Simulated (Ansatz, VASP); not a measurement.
## Two plane-wave programs on CdF2

File POSCAR:

```
CdF2
1.0
    0.0000000000      2.6940000000      2.6131800000
    2.6940000000      0.0000000000      2.6131800000
    2.6940000000      2.6940000000      0.0000000000
Cd F
1 2
Direct
    0.0000000000      0.0000000000      0.0000000000
    0.2500000000      0.2500000000      0.2500000000
    0.7500000000      0.7500000000      0.7500000000
```

INCAR.step1

```
PREC     = Accurate       # precision mode
ENCUT    = 520            # plane-wave cutoff, eV
ISMEAR   = 0              # smearing method
SIGMA    = 0.05           # smearing width, eV
LREAL    = F              # projectors in reciprocal space
LASPH    = T              # aspherical terms in the spheres
NELM     = 60             # most SCF steps
NBANDS   = 20             # bands
GGA      = PE             # functional
ALGO     = Normal         # electronic algorithm
EDIFF    = 1E-4           # SCF threshold, eV
LWAVE    = T              # write WAVECAR
LCHARG   = F              # write CHGCAR
```

INCAR.step2

```
PREC     = Accurate       # precision mode
ENCUT    = 520            # plane-wave cutoff, eV
EDIFF    = 1E-6           # SCF threshold, eV
ISMEAR   = 0              # smearing method
SIGMA    = 0.05           # smearing width, eV
LREAL    = F              # projectors in reciprocal space
LASPH    = T              # aspherical terms in the spheres
NELM     = 60             # most SCF steps
ALGO     = Normal         # electronic algorithm
ISIF     = 2              # what is computed and relaxed
LWAVE    = F              # write WAVECAR
LCHARG   = F              # write CHGCAR
METAGGA  = R2SCAN         # meta-GGA
LMIXTAU  = T            
NBANDS   = 20             # bands
ISTART   = 1
```

Contents of KPOINTS:

```
Automatic mesh
0
Gamma
  8 8 8
```

Input for Ansatz:

```yaml
crystal:
  lattice:
    - [0.0, 2.694, 2.61318]
    - [2.694, 0.0, 2.61318]
    - [2.694, 2.694, 0.0]
  atoms:
    - { symbol: Cd, position: [0.0, 0.0, 0.0] }
    - { symbol: F, position: [0.25, 0.25, 0.25] }
    - { symbol: F, position: [0.75, 0.75, 0.75] }
basis:
  ecutwfc: 500
kpoints:
  mp_grid: { grid: [8, 8, 8] }
hamiltonian:
  xc: r2scan
scf:
  occupations: { method: gaussian, width: 0.05 }
output:
  forces: true
  stress: true
  eigenvalues: true
```

Change from the starting cell: strain +0.000 along x and y, -0.030 along z, atoms carried along.

Alike in both runs: task single point; functional r2SCAN; k mesh 8 × 8 × 8; occupations gaussian, width 0.05 eV; no spin polarisation.

|  | VASP | Ansatz |
| --- | --- | --- |
| version | VASP 6.6.1 | Ansatz 0.2.0 |
| potentials or method | VASP PAW PBE potentials, release 64 (Cd, F), cutoff 520 eV | scalar-relativistic, plane waves, PAW |
| valence electrons in the cell | 26 | 34 |

Ansatz gave:

* gap on the k mesh at the Fermi level (eV): 3.87
* least direct gap on the mesh (eV): 4.34
* pressure (GPa): 3.7
* traceless stress, the component that is largest in VASP (GPa): 2.44

Question: What did VASP give for the same quantities?

Answer: gap on the k mesh at the Fermi level (eV): 3.83; least direct gap on the mesh (eV): 4.28; pressure (GPa): 4.9; traceless stress, the component that is largest in VASP (GPa): 2.40.

VASP's potentials were made for PBE, not for r2SCAN. VASP's potentials hold 26 valence electrons a cell and Ansatz's 34, so a difference there can come from the potentials and not from the codes.
